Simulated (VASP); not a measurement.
# MgO (I4mm) in VASP: notebook

MgO is run at these levels: LDA; tasks: single point.

Program: VASP 6.6.1. These are calculated values, not measurements. Logs are shortened: lines on timing, memory, paths and dates and some standing lists are left out, and cuts for length are marked.

## 1. The cell of the first run

The structure is tetragonal, space group I4mm (No. 107). Conventional cell: a = 3.020 Å, b = 3.020 Å, c = 4.270 Å, α = 90.00°, β = 90.00°, γ = 90.00°. Mg (site symmetry 4mm) has 6 O at 1.87 to 2.40 Å within 2.5 Å. O (site symmetry 4mm) has 6 Mg at 1.87 to 2.40 Å within 2.5 Å.

## 2. Single point, LDA

Contents of INCAR:

```
ALGO = Normal
EDIFF = 1E-6
ENCUT = 840
GGA_COMPAT = F
ISIF = 2
ISMEAR = 0
LASPH = T
LCHARG = F
LREAL = F
LWAVE = F
NBANDS = 15
NELM = 120
PREC = Accurate
SIGMA = 0.05
```

Contents of KPOINTS:

```
k-points
0
Gamma
  6 6 6
```

Contents of POSCAR:

```
MgO
1.0
    0.0000000000      2.1351500000      2.1351500000
    2.1351500000      0.0000000000      2.1351500000
    2.1351500000      2.1351500000      0.0000000000
Mg O
1 1
Direct
   -0.0614710910     -0.0614710910      0.0614710910
    0.5000000000      0.5000000000      0.5000000000
```

Potentials or basis: VASP PAW LDA potentials, release 64 (Mg_sv, O).

Run with:

```bash
cat potpaw_LDA.64/Mg_sv/POTCAR potpaw_LDA.64/O/POTCAR > POTCAR
mpirun -np 1 vasp_std > vasp.out
```

OUTCAR:

```text
EDIFF = 1E-6
   ENCUT = 840
   ISIF = 2
   ISMEAR = 0
   LASPH = T
   LREAL = F
   NELM = 120
   PREC = Accurate

 ion  position               nearest neighbor table
   1  0.939  0.939  0.061-   2 1.87
   2  0.500  0.500  0.500-   1 1.87

  LATTYP: Found a face centered cubic cell.
 ALAT       =     4.2703000000

  Lattice vectors:

 A1 = (   0.0000000000,   2.1351500000,   2.1351500000)
 A2 = (   2.1351500000,   0.0000000000,   2.1351500000)
 A3 = (   2.1351500000,   2.1351500000,   0.0000000000)

Analysis of symmetry for initial positions (statically):
=====================================================================
 Subroutine PRICEL returns:
 Original cell was already a primitive cell.

 Routine SETGRP: Setting up the symmetry group for a
 face centered cubic supercell.

 Subroutine GETGRP returns: Found  8 space group operations
 (whereof  8 operations were pure point group operations)
 out of a pool of 48 trial point group operations.

The static configuration has the point symmetry C_4v.

Analysis of symmetry for dynamics (positions and initial velocities):
=====================================================================
 Subroutine PRICEL returns:
 Original cell was already a primitive cell.

 Routine SETGRP: Setting up the symmetry group for a
 face centered cubic supercell.

 Subroutine GETGRP returns: Found  8 space group operations
 (whereof  8 operations were pure point group operations)
 out of a pool of 48 trial point group operations.

The dynamic configuration has the point symmetry C_4v.

 Subroutine INISYM returns: Found  8 space group operations
 (whereof  8 operations are pure point group operations),
 and found     1 'primitive' translations

----------------------------------------------------------------------------------------

                                     Primitive cell

  volume of cell :      19.4677

  direct lattice vectors                    reciprocal lattice vectors
     0.000000000  2.135150000  2.135150000    -0.234175585  0.234175585  0.234175585
     2.135150000  0.000000000  2.135150000     0.234175585 -0.234175585  0.234175585
     2.135150000  2.135150000  0.000000000     0.234175585  0.234175585 -0.234175585

  length of vectors
     3.019558088  3.019558088  3.019558088     0.405604011  0.405604011  0.405604011

  position of ions in fractional coordinates (direct lattice)
     0.938528909  0.938528909  0.061471091
     0.500000000  0.500000000  0.500000000

  ion indices of the primitive-cell ions
   primitive index   ion index
                 1           1
                 2           2

----------------------------------------------------------------------------------------

 KPOINTS: k-points

Automatic generation of k-mesh.
 Grid dimensions read from file:
 generate k-points for:    6    6    6

 Generating k-lattice:

  Cartesian coordinates                     Fractional coordinates (reciprocal lattice)
    -0.039029264  0.039029264  0.039029264     0.166666667  0.000000000  0.000000000
     0.039029264 -0.039029264  0.039029264     0.000000000  0.166666667  0.000000000
     0.039029264  0.039029264 -0.039029264     0.000000000  0.000000000  0.166666667

  Length of vectors
     0.067600668  0.067600668  0.067600668

  Shift w.r.t. Gamma in fractional coordinates (k-lattice)
     0.000000000  0.000000000  0.000000000

 Subroutine IBZKPT returns following result:
 ===========================================

 Found     30 irreducible k-points:

 Following reciprocal coordinates:
            Coordinates               Weight
  0.000000  0.000000  0.000000      1.000000
  0.166667  0.000000  0.000000      8.000000
  0.333333  0.000000  0.000000      8.000000
  0.500000  0.000000  0.000000      4.000000
  0.166667  0.166667  0.000000      2.000000
  0.000000  0.166667  0.166667      4.000000
[... 16 lines left out ...]
  0.500000  0.333333  0.166667      8.000000
  0.166667  0.500000  0.333333      8.000000
 [... further k-points ...]
   k-points           NKPTS =     30   k-points in BZ     NKDIM =     30   number of bands    NBANDS=     15
   number of dos      NEDOS =    301   number of ions     NIONS =      2
   total plane-waves  NPLWV =  27000
   dimension x,y,z NGX =    30 NGY =   30 NGZ =   30
   dimension x,y,z NGXF=    60 NGYF=   60 NGZF=   60
   ions per type =               1   1
   NGX,Y,Z   is equivalent  to a cutoff of  16.52, 16.52, 16.52 a.u.
   NGXF,Y,Z  is equivalent  to a cutoff of  33.03, 33.03, 33.03 a.u.
 SYSTEM =  unknown system
   PREC   = accura    normal or accurate (medium, high low for compatibility)
   ISTART =      0    job   : 0-new  1-cont  2-samecut
   ICHARG =      2    charge: 1-file 2-atom 10-const
   ISPIN  =      1    spin polarized calculation?
   LNONCOLLINEAR =      F non collinear calculations
   LSORBIT =      F    spin-orbit coupling
   LASPH  =      T    aspherical Exc in radial PAW
   ENCUT  =  840.0 eV  61.74 Ry    7.86 a.u.   7.14  7.14  7.14*2*pi/ulx,y,z
   NELM   =    120;   NELMIN=  2; NELMDL= -5     # of ELM steps
   EDIFF  = 0.1E-05   stopping-criterion for ELM
   LREAL  =      F    real-space projection
   EDIFFG = 0.1E-04   stopping-criterion for IOM
   NSW    =      0    number of steps for IOM
   IBRION =     -1    ionic relax: 0-MD 1-quasi-New 2-CG
   NFREE  =      0    steps in history (QN), initial steepest desc. (CG)
   ISIF   =      2    stress and relaxation
   ISYM   =      2    0-nonsym 1-usesym 2-fastsym
   POTIM  = 0.5000    time-step for ionic-motion
   TEBEG  =    0.0;   TEEND  =   0.0 temperature during run
   PSTRESS=    0.0 pullay stress
   NELECT =      16.0000    total number of electrons
   NUPDOWN=      -1.0000    fix difference up-down
   EMIN   =  10.00;   EMAX   =-10.00  energy-range for DOS
   EFERMI =   0.00;   METHOD = LEGACY
   ISMEAR =     0;   SIGMA  =   0.05  broadening in eV -4-tet -1-fermi 0-gaus
   EFERMI_NEDOS =   21; number of points for ismear=-14 and -15
   IALGO  =     38    algorithm
   IMIX   =      4    mixing-type and parameters
     AMIX     =   0.40;   BMIX     =  1.00
     AMIX_MAG =   1.60;   BMIX_MAG =  1.00
  volume/ion in A,a.u.               =       9.73        65.69
  Fermi-wavevector in a.u.,A,eV,Ry     =   1.533474  2.897846 31.994681  2.351543
  Thomas-Fermi vector in A             =   2.640536
   LORBIT       =      0    0 simple, 1 ext, 2 COOP (PROOUT), +10 PAW based schemes
   GGA     = CA    functional components
   LHFCALC =     F    Hartree Fock is set to
   AEXX    =    0.0000 exact exchange contribution
   IVDW    =     0    specifies the selected vdW correction
   LEPSILON=     F    determine dielectric tensor
   LRPA    =     F    only Hartree local field effects (RPA)
 non-spin polarized calculation
 Gauss-broadening in eV      SIGMA  =   0.05
  energy-cutoff  :      840.00
  volume of cell :       19.47
 maximum number of plane-waves:      1090
 NGX is ok and might be reduce to    30
   NGX = 15   NGY = 15   NGZ = 15

 number of electron      16.0000002 magnetization

 Free energy of the ion-electron system (eV)
  ---------------------------------------------------
  ext. energy  EPLUGINS =         0.00000000
  ---------------------------------------------------
  free energy    TOTEN  =       -13.00265653 eV

  energy without entropy =      -13.00265653  energy(sigma->0) =      -13.00265653

 E-fermi :   2.6332     XC(G=0): -11.6966

 val. band max:        2.2244321652   @ k =   0.0000   0.0000   0.0000
 cond. band min:       6.4905209092   @ k =   0.0000   0.0000   0.0000
 fundamental gap:      4.2660887440
 Fermi energy:         2.6331556224

 k-point     1 :       0.0000    0.0000    0.0000
  band No.  band energies     occupation
      1     -69.1221      2.00000
      2     -36.5924      2.00000
      3     -36.5865      2.00000
      4     -36.5865      2.00000
      5     -14.5197      2.00000
      6       2.1423      2.00000
      7       2.2244      2.00000
      8       2.2244      2.00000
      9       6.4905      0.00000
     10      17.7020      0.00000
     11      17.8334      0.00000
     12      17.8334      0.00000
     13      21.3546      0.00000
     14      23.1370      0.00000
     15      23.2699      0.00000

 k-point     2 :       0.1667    0.0000    0.0000
  band No.  band energies     occupation
      1     -69.1201      2.00000
      2     -36.6093      2.00000
      3     -36.5916      2.00000
      4     -36.5887      2.00000
      5     -14.2425      2.00000
      6       0.7152      2.00000
      7       2.0448      2.00000
      8       2.0739      2.00000
      9       7.8953      0.00000
     10      15.3130      0.00000
     11      18.2077      0.00000
     12      18.2737      0.00000
     13      21.7527      0.00000
     14      21.9842      0.00000
     15      23.7671      0.00000

 k-point     3 :       0.3333    0.0000    0.0000
  band No.  band energies     occupation
      1     -69.1164      2.00000
      2     -36.6485      2.00000
      3     -36.5961      2.00000
      4     -36.5932      2.00000
      5     -13.6231      2.00000
      6      -1.3340      2.00000
      7       1.7594      2.00000
      8       1.7902      2.00000
      9       9.4668      0.00000
     10      13.8998      0.00000
     11      18.1565      0.00000
     12      18.2213      0.00000
     13      22.3262      0.00000
     14      22.6169      0.00000
     15      23.3039      0.00000

 k-point     4 :       0.5000    0.0000    0.0000
  band No.  band energies     occupation
      1     -69.1142      2.00000
      2     -36.6680      2.00000
      3     -36.5981      2.00000
      4     -36.5953      2.00000
      5     -13.2698      2.00000
      6      -2.2275      2.00000
      7       1.6245      2.00000
      8       1.6560      2.00000
      9       9.7670      0.00000
     10      13.9534      0.00000
     11      17.8210      0.00000
     12      18.0449      0.00000
     13      22.0900      0.00000
     14      24.2284      0.00000
     15      24.4381      0.00000
[... 307 lines left out ...]
 k-point    22 :       0.0000    0.5000    0.5000
  band No.  band energies     occupation
      1     -69.1119      2.00000
      2     -36.6532      2.00000
      3     -36.6206      2.00000
      4     -36.6122      2.00000
      5     -13.0410      2.00000
      6      -1.6771      2.00000
      7       0.8994      2.00000
      8       0.9487      2.00000
      9      11.2673      0.00000
     10      11.3096      0.00000
     11      14.7686      0.00000
     12      20.2037      0.00000
     13      20.7091      0.00000
     14      26.5909      0.00000
     15      29.4090      0.00000

 k-point    23 :       0.5000    0.3333    0.1667
  band No.  band energies     occupation
      1     -69.1135      2.00000
      2     -36.6495      2.00000
      3     -36.6156      2.00000
      4     -36.6029      2.00000
      5     -13.2742      2.00000
      6      -1.1484      2.00000
      7       0.4739      2.00000
      8       1.2829      2.00000
      9      11.4068      0.00000
     10      12.9688      0.00000
     11      15.1529      0.00000
     12      18.7911      0.00000
     13      21.1206      0.00000
     14      24.5924      0.00000
     15      28.7970      0.00000

 k-point    24 :       0.1667    0.5000    0.3333
  band No.  band energies     occupation
      1     -69.1136      2.00000
      2     -36.6448      2.00000
      3     -36.6150      2.00000
      4     -36.6062      2.00000
      5     -13.2705      2.00000
      6      -1.1817      2.00000
      7       0.4462      2.00000
      8       1.2665      2.00000
      9      11.6017      0.00000
     10      13.0724      0.00000
     11      14.7296      0.00000
     12      19.3310      0.00000
     13      20.9540      0.00000
     14      24.5287      0.00000
     15      28.9459      0.00000

 [... further k-points ...]
[... 5 lines left out ...]
  --------------------------------------------------------------------------------------
  -------------------------------------------------------------------------------------
  Total       -1.4741885     -1.4741885      1.1885785      0.0000000      0.0000000      0.0000000
  in kB     -121.3244790   -121.3244790     97.8190137      0.0000000      0.0000000      0.0000000
  external PRESSURE =     -48.2766481 kB  Pullay stress =       0.0000000 kB

 VOLUME and BASIS-vectors are now :
 -----------------------------------------------------------------------------
  energy-cutoff  :      840.00
  volume of cell :       19.47
      direct lattice vectors                 reciprocal lattice vectors
     0.000000000  2.135150000  2.135150000    -0.234175585  0.234175585  0.234175585
     2.135150000  0.000000000  2.135150000     0.234175585 -0.234175585  0.234175585
     2.135150000  2.135150000  0.000000000     0.234175585  0.234175585 -0.234175585

 POSITION                                       TOTAL-FORCE (eV/Angst)
 -----------------------------------------------------------------------------------
      2.13515      2.13515      4.00780         0.000000      0.000000      1.722611
      2.13515      2.13515      2.13515         0.000000      0.000000     -1.722611
 -----------------------------------------------------------------------------------
    total drift:                                0.000000      0.000000      0.001237

  FREE ENERGIE OF THE ION-ELECTRON SYSTEM (eV)
  ---------------------------------------------------
  free  energy   TOTEN  =       -13.0026565338 eV

  energy  without entropy=      -13.0026565338  energy(sigma->0) =      -13.00265653
```

Wall time 22 s (1 thread of AMD EPYC 7R43 (Zen 3), shared host); peak memory 0.11 GiB.

What came out:

```yaml
Free_energy: -13.0027 eV
Pressure: -4.8 GPa
Largest_force: 1.723 eV/Å
Band_gap_on_the_k_mesh: 4.27 eV
```

Forces on the atoms (eV/Å):
```
Mg   0.000  0.000  1.723
O    0.000  0.000 -1.723
```

Stress tensor (GPa, compression positive):
```
-12.13   0.00   0.00
  0.00 -12.13   0.00
  0.00   0.00   9.78
```

Levels at points of the mesh, in eV from the valence-band top:
| k point | band 6 | band 7 | band 8 | band 9 | band 10 | band 11 |
| --- | --- | --- | --- | --- | --- | --- |
| (0.00, 0.00, 0.00) | -0.08 | 0.00 | 0.00 | 4.27 | 15.48 | 15.61 |
| (0.50, 0.00, 0.00) | -4.45 | -0.60 | -0.57 | 7.54 | 11.73 | 15.60 |
| (0.50, 0.50, 0.00) | -3.83 | -1.26 | -1.26 | 8.92 | 8.95 | 12.55 |
| (0.00, 0.50, 0.50) | -3.90 | -1.33 | -1.28 | 9.04 | 9.09 | 12.54 |

Caveat: the k points lie up to 0.42 Å⁻¹ apart; the cell differs from its parent crystal (all Mg atoms moved +0.263 Å, as atom 1 towards its neighbour atom 2 (O) at 2.135 Å); forces of over 1 eV/Å act on the atoms, so gaps and moduli don't describe the material at rest.

(Continued in part 2 of 2.)
